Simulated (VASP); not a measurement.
# CrO2 (P4_2/mnm) in VASP: further runs

Runs on CrO2. Level: PBE. Tasks: single point.

All numbers are computed with VASP 6.6.1; they aren't measurements. Logs are shortened: lines on timing, memory, paths and dates and some standing lists are left out, and cuts for length are marked.

## Step 1: The cell of the first run

Symmetry: P4_2/mnm, No. 136, tetragonal system. The conventional cell has a = 4.421 Å, b = 4.421 Å, c = 2.917 Å, α = 90.00°, β = 90.00°, γ = 90.00°. Cr (site symmetry mmm) has 6 O at 1.88 to 1.92 Å within 2.5 Å. Within 2.5 Å of O (site symmetry m2m) lie 3 Cr at 1.88 to 1.92 Å and 1 O at 2.49 Å.

## Step 2: Single point, PBE, collinear spin, ferromagnetic start

Input file INCAR:

```
ALGO = Normal
EDIFF = 1E-6
ENCUT = 520
GGA = PE
ISIF = 2
ISMEAR = 0
ISPIN = 2
LASPH = True
LCHARG = True
LELF = True
LMAXMIX = 4
LORBIT = 11
LREAL = False
LVHAR = True
LWAVE = False
MAGMOM = 3 3 0 0 0 0
NBANDS = 37
NELM = 150
PREC = Accurate
SIGMA = 0.1
```

Input file KPOINTS:

```
k-points
0
Gamma
  4 4 6
```

Input file POSCAR:

```
CrO2
1.0
    4.4210000000      0.0000000000      0.0000000000
    0.0000000000      4.4210000000      0.0000000000
    0.0000000000      0.0000000000      2.9170000000
Cr O
2 4
Direct
    0.0000000000      0.0000000000      0.0000000000
    0.5000000000      0.5000000000      0.5000000000
    0.3010000000      0.3010000000      0.0000000000
    0.1990000000      0.8010000000      0.5000000000
    0.6990000000      0.6990000000      0.0000000000
    0.8010000000      0.1990000000      0.5000000000
```

Potentials or basis: VASP PAW PBE potentials, release 64 (Cr_pv, O).

Started as:

```console
$ cat potpaw_PBE.64/Cr_pv/POTCAR potpaw_PBE.64/O/POTCAR > POTCAR
$ mpirun -np 1 vasp_std > vasp.out
```

OUTCAR:

```text
EDIFF = 1E-6
   ENCUT = 520
   GGA = PE
   ISIF = 2
   ISMEAR = 0
   ISPIN = 2
   LASPH = True
   LORBIT = 11
   LREAL = False
   NELM = 150
   PREC = Accurate

 ion  position               nearest neighbor table
   1  0.000  0.000  0.000-   3 1.88   5 1.88   4 1.92   6 1.92   4 1.92   6 1.92
   2  0.500  0.500  0.500-   4 1.88   6 1.88   5 1.92   3 1.92   3 1.92   5 1.92
   3  0.301  0.301  0.000-   1 1.88   2 1.92   2 1.92
   4  0.199  0.801  0.500-   2 1.88   1 1.92   1 1.92
   5  0.699  0.699  0.000-   1 1.88   2 1.92   2 1.92
   6  0.801  0.199  0.500-   2 1.88   1 1.92   1 1.92

  LATTYP: Found a simple tetragonal cell.
 ALAT       =     4.4210000000
 C/A-ratio  =     0.6598054739

  Lattice vectors:

 A1 = (   4.4210000000,   0.0000000000,   0.0000000000)
 A2 = (   0.0000000000,   4.4210000000,   0.0000000000)
 A3 = (   0.0000000000,   0.0000000000,   2.9170000000)

Analysis of symmetry for initial positions (statically):
=====================================================================
 Subroutine PRICEL returns:
 Original cell was already a primitive cell.

 Routine SETGRP: Setting up the symmetry group for a
 simple tetragonal supercell.

 Subroutine GETGRP returns: Found 16 space group operations
 (whereof  8 operations were pure point group operations)
 out of a pool of 16 trial point group operations.

The static configuration has the point symmetry D_2h.
 The point group associated with its full space group is D_4h.

Analysis of symmetry for dynamics (positions and initial velocities):
=====================================================================
 Subroutine PRICEL returns:
 Original cell was already a primitive cell.

 Routine SETGRP: Setting up the symmetry group for a
 simple tetragonal supercell.

 Subroutine GETGRP returns: Found 16 space group operations
 (whereof  8 operations were pure point group operations)
 out of a pool of 16 trial point group operations.

The dynamic configuration has the point symmetry D_2h.
 The point group associated with its full space group is D_4h.

Analysis of structural, dynamic, and magnetic symmetry:
=====================================================================
 Subroutine PRICEL returns:
 Original cell was already a primitive cell.

 Routine SETGRP: Setting up the symmetry group for a
 simple tetragonal supercell.

 Subroutine GETGRP returns: Found 16 space group operations
 (whereof  8 operations were pure point group operations)
 out of a pool of 16 trial point group operations.

The overall configuration has the point symmetry D_2h.
 The point group associated with its full space group is D_4h.

 Subroutine INISYM returns: Found 16 space group operations
 (whereof  8 operations are pure point group operations),
 and found     1 'primitive' translations

----------------------------------------------------------------------------------------

                                     Primitive cell

  volume of cell :      57.0135

  direct lattice vectors                    reciprocal lattice vectors
     4.421000000  0.000000000  0.000000000     0.226193169  0.000000000  0.000000000
     0.000000000  4.421000000  0.000000000     0.000000000  0.226193169  0.000000000
     0.000000000  0.000000000  2.917000000     0.000000000  0.000000000  0.342817964

  length of vectors
     4.421000000  4.421000000  2.917000000     0.226193169  0.226193169  0.342817964

  position of ions in fractional coordinates (direct lattice)
     0.000000000  0.000000000  0.000000000
     0.500000000  0.500000000  0.500000000
     0.301000000  0.301000000  0.000000000
     0.199000000  0.801000000  0.500000000
     0.699000000  0.699000000  0.000000000
     0.801000000  0.199000000  0.500000000

  ion indices of the primitive-cell ions
   primitive index   ion index
                 1           1
                 2           2
                 3           3
                 4           4
                 5           5
                 6           6

----------------------------------------------------------------------------------------

 KPOINTS: k-points

Automatic generation of k-mesh.
[... 45 lines left out ...]
  0.500000  0.250000  0.500000      4.000000
  0.500000  0.500000  0.500000      1.000000
   k-points           NKPTS =     24   k-points in BZ     NKDIM =     24   number of bands    NBANDS=     37
   number of dos      NEDOS =    301   number of ions     NIONS =      6
   total plane-waves  NPLWV =  31104
   dimension x,y,z NGX =    36 NGY =   36 NGZ =   24
   dimension x,y,z NGXF=    72 NGYF=   72 NGZF=   48
   ions per type =               2   4
   NGX,Y,Z   is equivalent  to a cutoff of  13.54, 13.54, 13.68 a.u.
   NGXF,Y,Z  is equivalent  to a cutoff of  27.07, 27.07, 27.36 a.u.
 SYSTEM =  unknown system
   PREC   = accura    normal or accurate (medium, high low for compatibility)
   ISTART =      0    job   : 0-new  1-cont  2-samecut
   ICHARG =      2    charge: 1-file 2-atom 10-const
   ISPIN  =      2    spin polarized calculation?
   LNONCOLLINEAR =      F non collinear calculations
   LSORBIT =      F    spin-orbit coupling
   LASPH  =      T    aspherical Exc in radial PAW
   ENCUT  =  520.0 eV  38.22 Ry    6.18 a.u.   8.22  8.22  5.42*2*pi/ulx,y,z
   NELM   =    150;   NELMIN=  2; NELMDL= -5     # of ELM steps
   EDIFF  = 0.1E-05   stopping-criterion for ELM
   LREAL  =      F    real-space projection
   EDIFFG = 0.1E-04   stopping-criterion for IOM
   NSW    =      0    number of steps for IOM
   IBRION =     -1    ionic relax: 0-MD 1-quasi-New 2-CG
   NFREE  =      0    steps in history (QN), initial steepest desc. (CG)
   ISIF   =      2    stress and relaxation
   ISYM   =      2    0-nonsym 1-usesym 2-fastsym
   POTIM  = 0.5000    time-step for ionic-motion
   TEBEG  =    0.0;   TEEND  =   0.0 temperature during run
   PSTRESS=    0.0 pullay stress
   NELECT =      48.0000    total number of electrons
   NUPDOWN=      -1.0000    fix difference up-down
   EMIN   =  10.00;   EMAX   =-10.00  energy-range for DOS
   EFERMI =   0.00;   METHOD = LEGACY
   ISMEAR =     0;   SIGMA  =   0.10  broadening in eV -4-tet -1-fermi 0-gaus
   EFERMI_NEDOS =   21; number of points for ismear=-14 and -15
   IALGO  =     38    algorithm
   IMIX   =      4    mixing-type and parameters
     AMIX     =   0.40;   BMIX     =  1.00
     AMIX_MAG =   1.60;   BMIX_MAG =  1.00
  volume/ion in A,a.u.               =       9.50        64.12
  Fermi-wavevector in a.u.,A,eV,Ry     =   1.545834  2.921202 32.512505  2.389602
  Thomas-Fermi vector in A             =   2.651156
   LORBIT       =     11    0 simple, 1 ext, 2 COOP (PROOUT), +10 PAW based schemes
   GGA     = PE    functional components
   LHFCALC =     F    Hartree Fock is set to
   AEXX    =    0.0000 exact exchange contribution
   IVDW    =     0    specifies the selected vdW correction
   LEPSILON=     F    determine dielectric tensor
   LRPA    =     F    only Hartree local field effects (RPA)
 spin polarized calculation
 Gauss-broadening in eV      SIGMA  =   0.10
  energy-cutoff  :      520.00
  volume of cell :       57.01
 maximum number of plane-waves:      1567
 NGX is ok and might be reduce to    36
   NGX = 17   NGY = 17   NGZ = 11

 number of electron      48.0000028 magnetization       3.9998258

 Free energy of the ion-electron system (eV)
  ---------------------------------------------------
  ext. energy  EPLUGINS =         0.00000000
  ---------------------------------------------------
  free energy    TOTEN  =       -50.33417470 eV

  energy without entropy =      -50.32381885  energy(sigma->0) =      -50.32899677

 E-fermi :   5.6774     XC(G=0): -11.9120

 val. band max:        5.6414576590   @ k =   0.2500   0.0000   0.1667
 cond. band min:       5.6815508998   @ k =   0.5000   0.5000   0.5000
 fundamental gap:      0.0400932408
 Fermi energy:         5.6773648942

 spin component 1

 k-point     1 :       0.0000    0.0000    0.0000
  band No.  band energies     occupation
      1     -39.2630      1.00000
      2     -39.2630      1.00000
      3     -39.1402      1.00000
      4     -39.1402      1.00000
      5     -39.0552      1.00000
      6     -39.0409      1.00000
[... 925 lines left out ...]
     35      17.0618      0.00000
     36      17.0618      0.00000
 Fermi energy:         5.6773648942

 spin component 2

 k-point     1 :       0.0000    0.0000    0.0000
  band No.  band energies     occupation
      1     -37.2598      1.00000
      2     -37.2598      1.00000
      3     -36.9175      1.00000
      4     -36.9175      1.00000
      5     -36.6786      1.00000
      6     -36.6616      1.00000
[... 925 lines left out ...]
     35      17.1795      0.00000
     36      17.1795      0.00000
 [bands above 36 left out]

------------------------ aborting loop because EDIFF is reached ----------------------------------------

  FORCE on cell =-STRESS in cart. coord.  units (eV):
  Direction    XX          YY          ZZ          XY          YZ          ZX
  --------------------------------------------------------------------------------------
  -------------------------------------------------------------------------------------
  Total        1.1961869      1.1961869      0.8575790     -0.0000000      0.0000000      0.0000000
  in kB       33.6149254     33.6149254     24.0994570     -0.0000000      0.0000000      0.0000000
  external PRESSURE =      30.4431026 kB  Pullay stress =       0.0000000 kB

 VOLUME and BASIS-vectors are now :
 -----------------------------------------------------------------------------
  energy-cutoff  :      520.00
  volume of cell :       57.01
      direct lattice vectors                 reciprocal lattice vectors
     4.421000000  0.000000000  0.000000000     0.226193169  0.000000000  0.000000000
     0.000000000  4.421000000  0.000000000     0.000000000  0.226193169  0.000000000
     0.000000000  0.000000000  2.917000000     0.000000000  0.000000000  0.342817964

 POSITION                                       TOTAL-FORCE (eV/Angst)
 -----------------------------------------------------------------------------------
      0.00000      0.00000      0.00000         0.000000      0.000000      0.000000
      2.21050      2.21050      1.45850         0.000000      0.000000      0.000000
      1.33072      1.33072      0.00000         0.182429      0.182429     -0.000000
      0.87978      3.54122      1.45850        -0.182429      0.182429     -0.000000
      3.09028      3.09028      0.00000        -0.182429     -0.182429      0.000000
      3.54122      0.87978      1.45850         0.182429     -0.182429      0.000000
 -----------------------------------------------------------------------------------
    total drift:                                0.000000      0.000000      0.000000

  FREE ENERGIE OF THE ION-ELECTRON SYSTEM (eV)
  ---------------------------------------------------
  free  energy   TOTEN  =       -50.3341746980 eV

  energy  without entropy=      -50.3238188472  energy(sigma->0) =      -50.32899677

 total charge

# of ion       s       p       d       tot
------------------------------------------
    1        0.366   6.464   4.028  10.858
    2        0.366   6.464   4.028  10.858
    3        1.572   3.464   0.000   5.036
    4        1.572   3.464   0.000   5.036
    5        1.572   3.464   0.000   5.036
    6        1.572   3.464   0.000   5.036
--------------------------------------------------
tot          7.020  26.784   8.056  41.860

 magnetization (x)

# of ion       s       p       d       tot
------------------------------------------
    1        0.024   0.032   2.039   2.094
    2        0.024   0.032   2.039   2.094
    3       -0.003  -0.070   0.000  -0.072
    4       -0.003  -0.070   0.000  -0.072
    5       -0.003  -0.070   0.000  -0.072
    6       -0.003  -0.070   0.000  -0.072
--------------------------------------------------
tot          0.038  -0.215   4.077   3.899
```

It took 52 s on 1 thread of AMD EPYC 9R45 (Zen 5), shared host; peak memory 0.2 GiB.

Results:

| Property | Result |
| --- | --- |
| Free energy | -50.3342 eV |
| Pressure | 3.0 GPa |
| Largest force | 0.258 eV/Å |
| Band gap on the k mesh | zero (filled and empty bands overlap) |
| Net moment | 4.00 μB per cell |
| Site moments | Cr +2.09; O -0.07 μB |
| Valence electrons inside the program's atomic spheres | Cr 10.86; O 5.04 |

Forces on the atoms (eV/Å):
```
Cr   0.000  0.000  0.000
Cr   0.000  0.000  0.000
O    0.182  0.182  0.000
O   -0.182  0.182  0.000
O   -0.182 -0.182  0.000
O    0.182 -0.182  0.000
```

Caveat: the cell stands under pressure; semilocal functionals often make such compounds metallic where correlation or magnetic order opens a gap, which also shifts bond lengths; the run started ferromagnetic, and an antiferromagnetic order may lie lower in energy.

## Step 3: Single point, PBE, collinear spin, ferromagnetic start (8.75 Å³/atom)

This run uses another cell than the first one, of 8.75 Å³/atom.

Input file INCAR:

```
PREC     = Accurate       # precision mode
ENCUT    = 520            # plane-wave cutoff, eV
EDIFF    = 1E-7           # SCF threshold, eV
ISMEAR   = 0              # smearing method
SIGMA    = 0.1            # smearing width, eV
LREAL    = F              # projectors in reciprocal space
LASPH    = T              # aspherical terms in the spheres
NELM     = 150            # most SCF steps
ALGO     = Normal         # electronic algorithm
ISIF     = 2              # what is computed and relaxed
LWAVE    = F              # write WAVECAR
LCHARG   = F              # write CHGCAR
ISPIN    = 2              # spin polarisation
MAGMOM   = 1.92 1.92 0 0 0 0 # initial moments
LORBIT   = 11             # projections on sites
LMAXMIX  = 4              # l up to which the mixer works
GGA      = PE             # functional
NBANDS   = 37             # bands
```

Input file KPOINTS:

```
Automatic mesh
0
Gamma
  8 8 12
```

Input file POSCAR:

```
CrO2
1.0
    4.2887301527      0.0000000000      0.0000000000
    0.0000000000      4.2887301527      0.0000000000
    0.0000000000      0.0000000000      2.8545020354
Cr O
2 4
Direct
    0.0000000000      0.0000000000      0.0000000000
    0.5000000000      0.5000000000      0.5000000000
    0.3020121198      0.3020121198      0.0000000000
    0.1979878802      0.8020121198      0.5000000000
    0.6979878802      0.6979878802      0.0000000000
    0.8020121198      0.1979878802      0.5000000000
```

Potentials or basis: VASP PAW PBE potentials, release 64 (Cr_pv, O).

Started as:

```console
$ cat potpaw_PBE.64/Cr_pv/POTCAR potpaw_PBE.64/O/POTCAR > POTCAR
$ mpirun -np 1 vasp_std > vasp.out
```

Wall time 4.4 min (1 thread of Intel Xeon 8259CL, shared host); peak memory 0.38 GiB.

It converged, with:

- Free energy: -49.9192 eV
- Pressure: 28.2 GPa
- Largest force: 0.024 eV/Å
- Band gap on the k mesh: zero (filled and empty bands overlap)
- Net moment: 4.00 μB per cell
- Site moments: Cr +2.04; O -0.04 μB
- Valence electrons inside the program's atomic spheres: Cr 11.11; O 5.09

Forces in eV/Å, atoms in the order of the input:
```
Cr   0.000  0.000  0.000
Cr   0.000  0.000  0.000
O   -0.017 -0.017  0.000
O    0.017 -0.017  0.000
O    0.017  0.017  0.000
O   -0.017  0.017  0.000
```

Stress tensor (GPa, compression positive):
```
28.08  0.00  0.00
 0.00 28.08  0.00
 0.00  0.00 28.45
```

Levels at points of the mesh, in eV from the Fermi level:
Spin up:
```
           k point  band 22  band 23  band 24  band 25  band 26  band 27  band 28  band 29  band 30  band 31
(0.00, 0.00, 0.00)    -1.46    -1.36    -1.24    -1.24    -1.21    -0.87     1.37     1.47     4.12     4.12
(0.50, 0.00, 0.00)    -1.92    -0.81    -0.81    -0.29    -0.29     0.38     0.38     3.74     3.74     3.79
(0.50, 0.50, 0.00)    -2.40    -1.61    -1.61    -1.21    -1.21     0.99     0.99     3.24     3.24     4.10
(0.00, 0.00, 0.50)    -3.00    -0.74    -0.74     0.04     0.04     0.82     0.82     2.86     2.86     3.26
(0.50, 0.00, 0.50)    -2.27    -1.56    -1.56    -0.73    -0.73     1.04     1.04     1.99     1.99     4.66
(0.50, 0.50, 0.50)    -1.90    -0.73    -0.73    -0.26    -0.26     0.01     0.01     3.27     3.27     3.48
```
Spin down:
```csv
k point,band 20,band 21,band 22,band 23,band 24,band 25
"(0.00, 0.00, 0.00)",-1.55,-1.55,-1.09,0.74,0.75,1.03
"(0.50, 0.00, 0.00)",-3.28,-1.98,-1.98,1.52,1.52,1.77
"(0.50, 0.50, 0.00)",-2.85,-2.42,-2.42,0.79,0.79,1.06
"(0.00, 0.00, 0.50)",-4.20,-2.86,-2.86,1.65,1.65,2.02
"(0.50, 0.00, 0.50)",-3.53,-2.36,-2.36,0.48,0.48,2.06
"(0.50, 0.50, 0.50)",-2.78,-1.83,-1.83,1.22,1.22,1.93
```

Caveat: the cell stands under pressure; semilocal functionals often make such compounds metallic where correlation or magnetic order opens a gap, which also shifts bond lengths; the run started ferromagnetic, and an antiferromagnetic order may lie lower in energy. With open d or f shells a metallic result of PBE can be an artefact of self-interaction; +U or a hybrid may open a gap.

The gap in the log of VASP goes by the Fermi energy; the results here count the filled bands.